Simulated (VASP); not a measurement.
Write the native input for VASP 6.6.1 that does the following.

* Task: single point
* Functional: PBE
* Potentials or basis: VASP PAW PBE potentials, release 64 (Pt, S)
* Cutoff: 520 eV
* k mesh: 12 × 12 × 6
* Occupations: gaussian, width 0.05 eV
* Spin: no spin polarisation
* Dipole correction: no
* Further INCAR settings: ALGO = Normal; EDIFF = 1e-06; NBANDS = 18

The structure of PtS2 lies in POSCAR:

```
PtS2
1.0
    3.4785464324      0.0000000000      0.0000000000
   -1.7392732162      3.0125095787      0.0000000000
    0.0000000000      0.0000000000      6.3185441471
Pt S
1 2
Direct
    0.0000000000      0.0000000000      0.0000000000
    0.3333333333      0.6666666667      0.2030531929
    0.6666666667      0.3333333333      0.7969468071
```

These files were run (other wordings do the same):

INCAR

```
SYSTEM = PtS2
PREC = Accurate
ENCUT = 520
EDIFF = 1E-6
ISMEAR = 0
SIGMA = 0.05
LREAL = .FALSE.
LASPH = .TRUE.
NELM = 80
ALGO = Normal
ISIF = 2
LWAVE = .FALSE.
LCHARG = .FALSE.
GGA = PE
NBANDS = 18
```

KPOINTS

```
Automatic mesh
0
G
  12 12 6
  0 0 0
```

Potentials or basis: VASP PAW PBE potentials, release 64 (Pt, S).

Run with:

```bash
$ cat potpaw_PBE.64/Pt/POTCAR potpaw_PBE.64/S/POTCAR > POTCAR
$ mpirun -np 1 vasp_std > vasp.out
```

Results of the run:

```json
{"Pressure": "3.2 GPa", "Largest force": "0.043 eV/Å", "Band gap on the k mesh": "1.45 eV (least direct gap 1.57 eV)"}
```

Caveat: the cell stands under pressure; spin-orbit coupling is left out, which moves the levels of the heavy elements; this functional lacks dispersion, which binds the layers, so the pressure and a relaxed spacing across them are unreliable.

Wall time 67 s on 1 thread of AMD EPYC 9R45 96-Core Processor (Zen 5), on a shared host, peak memory 0.23 GiB.
